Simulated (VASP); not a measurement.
Bi:

```
Bi
1.0
     6.08558    0.00000    0.00000
    -3.04279    5.27027    0.00000
     0.00000    0.00000    3.73073
Bi
3
Direct
  0.00000 0.00000 0.00000
  0.33333 0.66667 0.50000
  0.66667 0.33333 0.50000
```

* Program: VASP 6.6.1
* Task: relaxation of cell and atoms
* Functional: PBE
* Potentials or basis: VASP PAW PBE potentials, release 64 (Bi_d)
* Cutoff: 600 eV
* k mesh: 3 × 3 × 6
* Occupations: gaussian, width 0.1 eV
* Spin: no spin polarisation

At the start: pressure -6.5 GPa; volume 39.88 Å³/atom.

**Question.** How do energy, volume and symmetry change on relaxing?

**Answer.** Over 8 steps the energy falls by 226.2 meV/atom and the volume is 31.83 Å³/atom (-20.2 %); space group P6/mmm (No. 191, to 0.05 Å).

Step by step:
```csv
step,energy change (eV),largest force (eV/Å),pressure (GPa),volume (Å³)
1,0.0000,0.0000,-6.52,119.65
2,-0.6514,0.0000,0.82,93.67
3,-0.6536,0.0000,0.33,94.75
4,-0.6533,0.0000,0.02,95.22
5,-0.6773,0.0000,0.18,94.78
6,-0.6781,0.0000,0.28,94.70
7,-0.6782,0.0000,0.29,94.68
8,-0.6785,0.0000,-0.12,95.48
```

Final structure:
```xyz
3
Lattice="5.7624 0.0000 0.0000 -2.8812 4.9904 0.0000 0.0000 0.0000 3.3205" Properties=species:S:1:pos:R:3 pbc="T T T"
Bi    5.7624    0.0000    0.0000
Bi    0.0000    3.3269    1.6602
Bi    2.8812    1.6635    1.6602
```

Caveat: the k points lie up to 0.42 Å⁻¹ apart in the final cell; the volume moved by over 15 % at a fixed basis, so the end points are rough.
